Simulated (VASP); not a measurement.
Wanted: the native input for a VASP 6.6.1 run.

- Task: single point
- Functional: PBE
- Potentials or basis: VASP PAW PBE potentials, release 64 (In_d, P)
- Cutoff: 520 eV
- k mesh: 8 × 8 × 8
- Occupations: gaussian, width 0.01 eV
- Spin: no spin polarisation
- Dipole correction: no
- Further INCAR settings: ALGO = Normal; EDIFF = 1e-06; NBANDS = 16

The structure of InP lies in POSCAR:

```
InP
1.0
    0.0000000000      2.9537876425      2.9537876425
    2.9537876425      0.0000000000      2.9537876425
    2.9537876425      2.9537876425      0.0000000000
In P
1 1
Direct
    0.0000000000      0.0000000000      0.0000000000
    0.2500000000      0.2500000000      0.2500000000
```

One way to write it, as run:

INCAR

```
SYSTEM = InP
ALGO     = Normal         ! electronic algorithm
EDIFF    = 1E-6           ! SCF threshold, eV
ENCUT    = 520            ! plane-wave cutoff, eV
GGA      = PE             ! functional
ISIF     = 2              ! what is computed and relaxed
ISMEAR   = 0              ! smearing method
LASPH    = .True.         ! aspherical terms in the spheres
LCHARG   = .False.        ! write CHGCAR
LREAL    = .False.        ! projectors in reciprocal space
LWAVE    = .False.        ! write WAVECAR
NBANDS   = 16             ! bands
NELM     = 100            ! most SCF steps
PREC     = Accurate       ! precision mode
SIGMA    = 0.01           ! smearing width, eV
```

KPOINTS

```
k-points
0
Gamma
  8 8 8
  0 0 0
```

Potentials or basis: VASP PAW PBE potentials, release 64 (In_d, P).

Launch:

```bash
$ cat potpaw_PBE.64/In_d/POTCAR potpaw_PBE.64/P/POTCAR > POTCAR
$ mpirun -np 1 vasp_std > vasp.out
```

It gave:

```yaml
Pressure: 1.6 GPa
Band_gap_on_the_k_mesh: 0.58 eV, direct
```

Caveat: spin-orbit coupling is left out, which moves the levels of the heavy elements.

Wall time 8.3 s on 1 thread of Intel(R) Xeon(R) 6975P-C (Granite Rapids), on a shared host, peak memory 0.18 GiB.
